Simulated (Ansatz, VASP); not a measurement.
## One calculation of MgRuO, two programs

```
CELL_PARAMETERS angstrom
3.11321 0.00000 0.00000
0.00000 3.11321 0.00000
0.00000 0.00000 3.99529
ATOMIC_POSITIONS crystal
Mg 0.50000 0.50000 0.50000
Ru 0.00000 0.00000 0.00000
O 0.50000 0.50000 0.00000
```

Alike in both runs: task relaxation of cell and atoms; functional PBE; k mesh 6 × 6 × 4; occupations gaussian, width 0.1 eV; collinear spin.

|  | VASP | Ansatz |
| --- | --- | --- |
| version | VASP 6.6.1 | Ansatz 0.2.0 |
| potentials or method | VASP PAW PBE potentials, release 64 (Mg, Ru_pv, O), cutoff 600 eV | scalar-relativistic, plane waves, PAW |
| valence electrons in the cell | 22 | 32 |

```csv
,VASP,Ansatz,Ansatz less VASP
"gap on the k mesh at the Fermi level, each at its own relaxed structure (eV)",none,none,-
net moment per atom (μB),0.14,0.14,-0.001
size of the moment on the site where the two differ most (μB),0.42,0.34,-0.079
relaxed volume (Å³/atom),12.81,12.84,+0.029
relaxed length of the cell vector where the two differ most in proportion (Å),4.054,4.060,+0.0064
```

Site moments also hang on the region over which each program counts them. A gap of «none» marks a metal or a gap that the smearing closes. VASP's potentials hold 22 valence electrons a cell and Ansatz's 32, so a difference there can come from the potentials and not from the codes.

The k mesh is coarse, so the values compare programs but aren't converged.
